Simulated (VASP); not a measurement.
# BeTe (F-43m) in VASP: a series of runs

Runs on BeTe. Level: r2SCAN. Tasks: single point.

All numbers are computed with VASP 6.6.1; they aren't measurements. Logs are shortened: lines on timing, memory, paths and dates and some standing lists are left out, and cuts for length are marked.

## Step 1: The cell of the first run

It takes space group F-43m (No. 216, cubic). The conventional cell has a = 5.540 Å, b = 5.540 Å, c = 5.540 Å, α = 90.00°, β = 90.00°, γ = 90.00°. Be (site symmetry -43m) has 4 Te at 2.40 Å within 3.2 Å. Te (site symmetry -43m) has 4 Be at 2.40 Å within 3.2 Å.

## Step 2: Single point, r2SCAN

Input file POSCAR:

```
BeTe
1.0
    0.0000000000      2.7700000000      2.7700000000
    2.7700000000      0.0000000000      2.7700000000
    2.7700000000      2.7700000000      0.0000000000
Be Te
1 1
Direct
    0.0000000000      0.0000000000      0.0000000000
    0.2500000000      0.2500000000      0.2500000000
```

Input file INCAR.step1:

```
SYSTEM = BeTe
PREC     = Accurate       ! precision mode
ENCUT    = 520            ! plane-wave cutoff, eV
ISMEAR   = 0              ! smearing method
SIGMA    = 0.1            ! smearing width, eV
LREAL    = .False.        ! projectors in reciprocal space
LASPH    = .True.         ! aspherical terms in the spheres
NELM     = 100            ! most SCF steps
NBANDS   = 11             ! bands
GGA      = PE             ! functional
ALGO     = Normal         ! electronic algorithm
EDIFF    = 1E-4           ! SCF threshold, eV
LWAVE    = .True.         ! write WAVECAR
LCHARG   = .False.        ! write CHGCAR
```

Input file INCAR.step2:

```
SYSTEM = BeTe
PREC     = Accurate       ! precision mode
ENCUT    = 520            ! plane-wave cutoff, eV
EDIFF    = 1E-7           ! SCF threshold, eV
ISMEAR   = 0              ! smearing method
SIGMA    = 0.1            ! smearing width, eV
LREAL    = .False.        ! projectors in reciprocal space
LASPH    = .True.         ! aspherical terms in the spheres
NELM     = 100            ! most SCF steps
ALGO     = Normal         ! electronic algorithm
ISIF     = 2              ! what is computed and relaxed
LWAVE    = .False.        ! write WAVECAR
LCHARG   = .True.         ! write CHGCAR
METAGGA  = R2SCAN         ! meta-GGA
LMIXTAU  = .True.       
LELF     = .True.         ! ELF
LVHAR    = .True.       
NBANDS   = 11             ! bands
ISTART   = 1
```

Input file KPOINTS:

```
regular mesh
0
Gamma
  6 6 6
  0 0 0
```

Potentials or basis: VASP PAW PBE potentials, release 64 (Be, Te).

Command:

```
$ cat potpaw_PBE.64/Be/POTCAR potpaw_PBE.64/Te/POTCAR > POTCAR
$ cp INCAR.step1 INCAR
$ mpirun -np 1 vasp_std > vasp.out
$ cp INCAR.step2 INCAR
$ mpirun -np 1 vasp_std > vasp.out
```

OUTCAR:

```text
SYSTEM = BeTe
   PREC = Accurate
   ENCUT = 520
   EDIFF = 1E-7
   ISMEAR = 0
   LREAL = .False.
   LASPH = .True.
   NELM = 100
   ISIF = 2
   METAGGA = R2SCAN
   ISTART = 1

 ion  position               nearest neighbor table
   1  0.000  0.000  0.000-   2 2.40   2 2.40   2 2.40   2 2.40
   2  0.250  0.250  0.250-   1 2.40   1 2.40   1 2.40   1 2.40

  LATTYP: Found a face centered cubic cell.
 ALAT       =     5.5400000000

  Lattice vectors:

 A1 = (   0.0000000000,   2.7700000000,   2.7700000000)
 A2 = (   2.7700000000,   0.0000000000,   2.7700000000)
 A3 = (   2.7700000000,   2.7700000000,   0.0000000000)

Analysis of symmetry for initial positions (statically):
=====================================================================
 Subroutine PRICEL returns:
 Original cell was already a primitive cell.

 Routine SETGRP: Setting up the symmetry group for a
 face centered cubic supercell.

 Subroutine GETGRP returns: Found 24 space group operations
 (whereof 24 operations were pure point group operations)
 out of a pool of 48 trial point group operations.

The static configuration has the point symmetry T_d .

Analysis of symmetry for dynamics (positions and initial velocities):
=====================================================================
 Subroutine PRICEL returns:
 Original cell was already a primitive cell.

 Routine SETGRP: Setting up the symmetry group for a
 face centered cubic supercell.

 Subroutine GETGRP returns: Found 24 space group operations
 (whereof 24 operations were pure point group operations)
 out of a pool of 48 trial point group operations.

The dynamic configuration has the point symmetry T_d .

 Subroutine INISYM returns: Found 24 space group operations
 (whereof 24 operations are pure point group operations),
 and found     1 'primitive' translations

----------------------------------------------------------------------------------------

                                     Primitive cell

  volume of cell :      42.5079

  direct lattice vectors                    reciprocal lattice vectors
     0.000000000  2.770000000  2.770000000    -0.180505415  0.180505415  0.180505415
     2.770000000  0.000000000  2.770000000     0.180505415 -0.180505415  0.180505415
     2.770000000  2.770000000  0.000000000     0.180505415  0.180505415 -0.180505415

  length of vectors
     3.917371568  3.917371568  3.917371568     0.312644550  0.312644550  0.312644550

  position of ions in fractional coordinates (direct lattice)
     0.000000000  0.000000000  0.000000000
     0.250000000  0.250000000  0.250000000

  ion indices of the primitive-cell ions
   primitive index   ion index
                 1           1
                 2           2

----------------------------------------------------------------------------------------

 KPOINTS: regular mesh

Automatic generation of k-mesh.
 Grid dimensions read from file:
 generate k-points for:    6    6    6

 Generating k-lattice:

  Cartesian coordinates                     Fractional coordinates (reciprocal lattice)
    -0.030084236  0.030084236  0.030084236     0.166666667  0.000000000  0.000000000
     0.030084236 -0.030084236  0.030084236     0.000000000  0.166666667  0.000000000
     0.030084236  0.030084236 -0.030084236     0.000000000  0.000000000  0.166666667

  Length of vectors
     0.052107425  0.052107425  0.052107425

  Shift w.r.t. Gamma in fractional coordinates (k-lattice)
     0.000000000  0.000000000  0.000000000

 Subroutine IBZKPT returns following result:
 ===========================================

 Found     16 irreducible k-points:

 Following reciprocal coordinates:
            Coordinates               Weight
  0.000000  0.000000  0.000000      1.000000
  0.166667  0.000000  0.000000      8.000000
  0.333333  0.000000  0.000000      8.000000
  0.500000  0.000000  0.000000      4.000000
  0.166667  0.166667  0.000000      6.000000
  0.333333  0.166667  0.000000     24.000000
[... 8 lines left out ...]
 -0.333333  0.333333  0.166667     24.000000
 -0.333333  0.500000  0.166667     12.000000
   k-points           NKPTS =     16   k-points in BZ     NKDIM =     16   number of bands    NBANDS=     11
   number of dos      NEDOS =    301   number of ions     NIONS =      2
   total plane-waves  NPLWV =  27000
   dimension x,y,z NGX =    30 NGY =   30 NGZ =   30
   dimension x,y,z NGXF=    60 NGYF=   60 NGZF=   60
   ions per type =               1   1
   NGX,Y,Z   is equivalent  to a cutoff of  12.73, 12.73, 12.73 a.u.
   NGXF,Y,Z  is equivalent  to a cutoff of  25.46, 25.46, 25.46 a.u.
 SYSTEM =  BeTe
   PREC   = accura    normal or accurate (medium, high low for compatibility)
   ISTART =      1    job   : 0-new  1-cont  2-samecut
   ICHARG =      0    charge: 1-file 2-atom 10-const
   ISPIN  =      1    spin polarized calculation?
   LNONCOLLINEAR =      F non collinear calculations
   LSORBIT =      F    spin-orbit coupling
   LASPH  =      T    aspherical Exc in radial PAW
   ENCUT  =  520.0 eV  38.22 Ry    6.18 a.u.   7.28  7.28  7.28*2*pi/ulx,y,z
   NELM   =    100;   NELMIN=  2; NELMDL=  0     # of ELM steps
   EDIFF  = 0.1E-06   stopping-criterion for ELM
   LREAL  =      F    real-space projection
   EDIFFG = 0.1E-05   stopping-criterion for IOM
   NSW    =      0    number of steps for IOM
   IBRION =     -1    ionic relax: 0-MD 1-quasi-New 2-CG
   NFREE  =      0    steps in history (QN), initial steepest desc. (CG)
   ISIF   =      2    stress and relaxation
   ISYM   =      2    0-nonsym 1-usesym 2-fastsym
   POTIM  = 0.5000    time-step for ionic-motion
   TEBEG  =    0.0;   TEEND  =   0.0 temperature during run
   PSTRESS=    0.0 pullay stress
   NELECT =       8.0000    total number of electrons
   NUPDOWN=      -1.0000    fix difference up-down
   EMIN   =  10.00;   EMAX   =-10.00  energy-range for DOS
   EFERMI =   0.00;   METHOD = LEGACY
   ISMEAR =     0;   SIGMA  =   0.10  broadening in eV -4-tet -1-fermi 0-gaus
   EFERMI_NEDOS =   21; number of points for ismear=-14 and -15
   IALGO  =     38    algorithm
   IMIX   =      4    mixing-type and parameters
     AMIX     =   0.40;   BMIX     =  1.00
     AMIX_MAG =   1.60;   BMIX_MAG =  1.00
  volume/ion in A,a.u.               =      21.25       143.43
  Fermi-wavevector in a.u.,A,eV,Ry     =   0.938170  1.772885 11.975354  0.880164
  Thomas-Fermi vector in A             =   2.065355
   LORBIT       =      0    0 simple, 1 ext, 2 COOP (PROOUT), +10 PAW based schemes
   METAGGA = R2SCAN    functional components
   LHFCALC =     F    Hartree Fock is set to
   AEXX    =    0.0000 exact exchange contribution
   IVDW    =     0    specifies the selected vdW correction
   LEPSILON=     F    determine dielectric tensor
   LRPA    =     F    only Hartree local field effects (RPA)
 non-spin polarized calculation
 Gauss-broadening in eV      SIGMA  =   0.10
  energy-cutoff  :      520.00
  volume of cell :       42.51
 maximum number of plane-waves:      1167
 NGX is ok and might be reduce to    30

 number of electron       8.0000000 magnetization

 Free energy of the ion-electron system (eV)
  ---------------------------------------------------
  ext. energy  EPLUGINS =         0.00000000
  ---------------------------------------------------
  free energy    TOTEN  =       -30.64101405 eV

  energy without entropy =      -30.64101405  energy(sigma->0) =      -30.64101405

 E-fermi :   5.9353     XC(G=0):  -9.6864

 val. band max:        5.5167662576   @ k =   0.0000   0.0000   0.0000
 cond. band min:       7.7224270915   @ k =   0.5000   0.5000   0.0000
 fundamental gap:      2.2056608340
 Fermi energy:         5.9352667264

 k-point     1 :       0.0000    0.0000    0.0000
  band No.  band energies     occupation
      1      -7.6270      2.00000
      2       5.5168      2.00000
      3       5.5168      2.00000
      4       5.5168      2.00000
      5       9.4744      0.00000
      6       9.4744      0.00000
      7       9.4744      0.00000
      8      10.4236      0.00000
      9      14.6433      0.00000
     10      16.3566      0.00000
     11      16.3566      0.00000

 k-point     2 :       0.1667    0.0000    0.0000
  band No.  band energies     occupation
      1      -7.3310      2.00000
      2       3.3789      2.00000
      3       5.0930      2.00000
      4       5.0930      2.00000
      5       9.5598      0.00000
      6      10.0787      0.00000
      7      10.0787      0.00000
      8      12.2659      0.00000
      9      15.1596      0.00000
     10      15.1596      0.00000
     11      15.3037      0.00000

 k-point     3 :       0.3333    0.0000    0.0000
  band No.  band energies     occupation
      1      -6.5782      2.00000
      2       0.6484      2.00000
      3       4.4901      2.00000
      4       4.4901      2.00000
      5       9.3107      0.00000
      6      10.5511      0.00000
      7      10.5511      0.00000
      8      14.0609      0.00000
      9      15.7946      0.00000
     10      15.7946      0.00000
     11      15.8975      0.00000

 k-point     4 :       0.5000    0.0000    0.0000
  band No.  band energies     occupation
      1      -6.0506      2.00000
      2      -0.5888      2.00000
      3       4.2535      2.00000
      4       4.2535      2.00000
      5       9.2067      0.00000
      6      10.4942      0.00000
      7      10.4942      0.00000
      8      13.9740      0.00000
      9      17.5449      0.00000
     10      17.9960      0.00000
     11      17.9960      0.00000
[... 127 lines left out ...]
 k-point    14 :       0.5000    0.3333    0.1667
  band No.  band energies     occupation
      1      -5.9998      2.00000
      2       0.7293      2.00000
      3       2.1325      2.00000
      4       3.3098      2.00000
      5       9.8891      0.00000
      6      10.8948      0.00000
      7      11.4059      0.00000
      8      14.0878      0.00000
      9      16.4967      0.00000
     10      16.9320      0.00000
     11      19.5030      0.00000

 k-point    15 :      -0.3333    0.3333    0.1667
  band No.  band energies     occupation
      1      -5.6011      2.00000
      2       0.1843      2.00000
      3       1.6682      2.00000
      4       2.8376      2.00000
      5      10.3986      0.00000
      6      10.7780      0.00000
      7      13.1765      0.00000
      8      13.4794      0.00000
      9      14.9868      0.00000
     10      18.4514      0.00000
     11      19.3919      0.00000

 k-point    16 :      -0.3333    0.5000    0.1667
  band No.  band energies     occupation
      1      -5.4290      2.00000
      2       0.2577      2.00000
      3       1.7561      2.00000
      4       2.0900      2.00000
      5       9.6210      0.00000
      6      10.1809      0.00000
      7      13.6898      0.00000
      8      13.9204      0.00000
      9      17.4965      0.00000
     10      18.6221      0.00000
     11      19.4404      0.00000

------------------------ aborting loop because EDIFF is reached ----------------------------------------

  FORCE on cell =-STRESS in cart. coord.  units (eV):
  Direction    XX          YY          ZZ          XY          YZ          ZX
  --------------------------------------------------------------------------------------
  -------------------------------------------------------------------------------------
  Total        1.1937057      1.1937057      1.1937057     -0.0000000      0.0000000      0.0000000
  in kB       44.9923348     44.9923348     44.9923348     -0.0000000      0.0000000      0.0000000
  external PRESSURE =      44.9923348 kB  Pullay stress =       0.0000000 kB

 VOLUME and BASIS-vectors are now :
 -----------------------------------------------------------------------------
  energy-cutoff  :      520.00
  volume of cell :       42.51
      direct lattice vectors                 reciprocal lattice vectors
     0.000000000  2.770000000  2.770000000    -0.180505415  0.180505415  0.180505415
     2.770000000  0.000000000  2.770000000     0.180505415 -0.180505415  0.180505415
     2.770000000  2.770000000  0.000000000     0.180505415  0.180505415 -0.180505415

 POSITION                                       TOTAL-FORCE (eV/Angst)
 -----------------------------------------------------------------------------------
      0.00000      0.00000      0.00000        -0.000000      0.000000     -0.000000
      1.38500      1.38500      1.38500         0.000000     -0.000000      0.000000
 -----------------------------------------------------------------------------------
    total drift:                                0.000000      0.000000      0.000000

  FREE ENERGIE OF THE ION-ELECTRON SYSTEM (eV)
  ---------------------------------------------------
  free  energy   TOTEN  =       -30.6410140454 eV

  energy  without entropy=      -30.6410140454  energy(sigma->0) =      -30.64101405
```

Run time: 22 s. Hardware: 1 thread of Intel Xeon 6975P-C (Granite Rapids), shared host; peak memory 0.17 GiB.

Results:

| Quantity | Value |
| --- | --- |
| Free energy | -30.6410 eV |
| Pressure | 4.5 GPa |
| Band gap on the k mesh | 2.21 eV, indirect (least direct gap 3.96 eV) |

Levels at points of the mesh, in eV from the valence-band top:
```csv
k point,band 1,band 2,band 3,band 4,band 5,band 6,band 7,band 8
"(0.00, 0.00, 0.00)",-13.14,0.00,0.00,0.00,3.96,3.96,3.96,4.91
"(0.50, 0.00, 0.00)",-11.57,-6.11,-1.26,-1.26,3.69,4.98,4.98,8.46
"(0.50, 0.50, 0.00)",-10.98,-5.63,-2.95,-2.95,2.21,2.91,10.89,10.89
```

Caveat: the PAW data sets were made with another functional, which shifts forces and pressure a little; spin-orbit coupling is left out, which moves the levels of the heavy elements. r2SCAN opens gaps a little over a GGA but as a rule still falls short of measured ones.

## Step 3: Single point, r2SCAN

Input file POSCAR:

```
BeTe
1.0
    0.0000000000      2.7707332935      2.7707332935
    2.7707332935      0.0000000000      2.7707332935
    2.7707332935      2.7707332935      0.0000000000
Be Te
1 1
Direct
    0.0000000000      0.0000000000      0.0000000000
    0.2500000000      0.2500000000      0.2500000000
```

Input file INCAR.step1:

```
PREC     = Accurate       # precision mode
ENCUT    = 520            # plane-wave cutoff, eV
ISMEAR   = 0              # smearing method
SIGMA    = 0.02           # smearing width, eV
LREAL    = F              # projectors in reciprocal space
LASPH    = T              # aspherical terms in the spheres
NELM     = 100            # most SCF steps
NBANDS   = 11             # bands
GGA      = PE             # functional
ALGO     = Normal         # electronic algorithm
EDIFF    = 1E-4           # SCF threshold, eV
LWAVE    = T              # write WAVECAR
LCHARG   = F              # write CHGCAR
```

Input file INCAR.step2:

```
PREC     = Accurate       # precision mode
ENCUT    = 520            # plane-wave cutoff, eV
EDIFF    = 1E-6           # SCF threshold, eV
ISMEAR   = 0              # smearing method
SIGMA    = 0.02           # smearing width, eV
LREAL    = F              # projectors in reciprocal space
LASPH    = T              # aspherical terms in the spheres
NELM     = 100            # most SCF steps
ALGO     = Normal         # electronic algorithm
ISIF     = 2              # what is computed and relaxed
LWAVE    = F              # write WAVECAR
LCHARG   = F              # write CHGCAR
METAGGA  = R2SCAN         # meta-GGA
LMIXTAU  = T            
NBANDS   = 11             # bands
ISTART   = 1
```

Input file KPOINTS:

```
Automatic mesh
0
Gamma
  8 8 8
```

Potentials or basis: VASP PAW PBE potentials, release 64 (Be, Te).

Command:

```
$ cat potpaw_PBE.64/Be/POTCAR potpaw_PBE.64/Te/POTCAR > POTCAR
$ cp INCAR.step1 INCAR
$ mpirun -np 1 vasp_std > vasp.out
$ cp INCAR.step2 INCAR
$ mpirun -np 1 vasp_std > vasp.out
```

Wall time 29 s (1 thread of Intel Xeon 6975P-C (Granite Rapids), shared host); peak memory 0.17 GiB.

It converged, with:

| Quantity | Value |
| --- | --- |
| Free energy | -30.6477 eV |
| Pressure | 4.4 GPa |
| Band gap on the k mesh | 2.21 eV, indirect (least direct gap 3.96 eV) |

Levels at points of the mesh, in eV from the valence-band top:
```tsv
k point	band 1	band 2	band 3	band 4	band 5	band 6	band 7	band 8
(0.00, 0.00, 0.00)	-13.14	0.00	0.00	0.00	3.96	3.96	3.96	4.90
(0.50, 0.00, 0.00)	-11.56	-6.10	-1.26	-1.26	3.69	4.98	4.98	8.46
(0.50, 0.50, 0.00)	-10.98	-5.63	-2.94	-2.94	2.21	2.91	10.89	10.89
```

Caveat: the PAW data sets were made with another functional, which shifts forces and pressure a little; spin-orbit coupling is left out, which moves the levels of the heavy elements. A k mesh can miss the band edges.

## Step 4: Single point, r2SCAN (volume scaled by 0.97)

Input file POSCAR:

```
BeTe
1.0
    0.0000000000      2.7999010505      2.7999010505
    2.7999010505      0.0000000000      2.7999010505
    2.7999010505      2.7999010505      0.0000000000
Be Te
1 1
Direct
    0.0000000000      0.0000000000      0.0000000000
    0.2500000000      0.2500000000      0.2500000000
```

Input file INCAR.step1:

```
SYSTEM = BeTe
PREC = Accurate
ENCUT = 520
ISMEAR = 0
SIGMA = 0.02
LREAL = .FALSE.
LASPH = .TRUE.
NELM = 60
NBANDS = 11
GGA = PE
ALGO = Normal
EDIFF = 1E-4
LWAVE = .TRUE.
LCHARG = .FALSE.
```

Input file INCAR.step2:

```
SYSTEM = BeTe
PREC = Accurate
ENCUT = 520
EDIFF = 1E-6
ISMEAR = 0
SIGMA = 0.02
LREAL = .FALSE.
LASPH = .TRUE.
NELM = 60
ALGO = Normal
ISIF = 2
LWAVE = .FALSE.
LCHARG = .FALSE.
METAGGA = R2SCAN
LMIXTAU = .TRUE.
NBANDS = 11
ISTART = 1
```

Input file KPOINTS:

```
Automatic mesh
0
G
  8 8 8
  0 0 0
```

Command:

```
$ cat potpaw_PBE.64/Be/POTCAR potpaw_PBE.64/Te/POTCAR > POTCAR
$ cp INCAR.step1 INCAR
$ mpirun -np 1 vasp_std > vasp.out
$ cp INCAR.step2 INCAR
$ mpirun -np 1 vasp_std > vasp.out
```

Wall time 30 s (1 thread of Intel Xeon 6975P-C (Granite Rapids), shared host); peak memory 0.17 GiB.

It converged, with:

```yaml
Free_energy: -30.6752 eV
Pressure: 2.1 GPa
Band_gap_on_the_k_mesh: 2.29 eV, indirect (least direct gap 4.00 eV)
```

Levels at points of the mesh, in eV from the valence-band top:
```tsv
k point	band 1	band 2	band 3	band 4	band 5	band 6	band 7	band 8	band 9
(0.00, 0.00, 0.00)	-12.91	0.00	0.00	0.00	4.00	4.00	4.00	4.65	9.07
(0.50, 0.00, 0.00)	-11.42	-5.88	-1.20	-1.20	3.60	5.00	5.00	8.47	11.87
(0.50, 0.50, 0.00)	-10.87	-5.44	-2.81	-2.81	2.29	2.96	10.68	10.68	12.64
```

Caveat: the PAW data sets were made with another functional, which shifts forces and pressure a little; spin-orbit coupling is left out, which moves the levels of the heavy elements. A k mesh can miss the band edges.

[end of part 1 of 2]
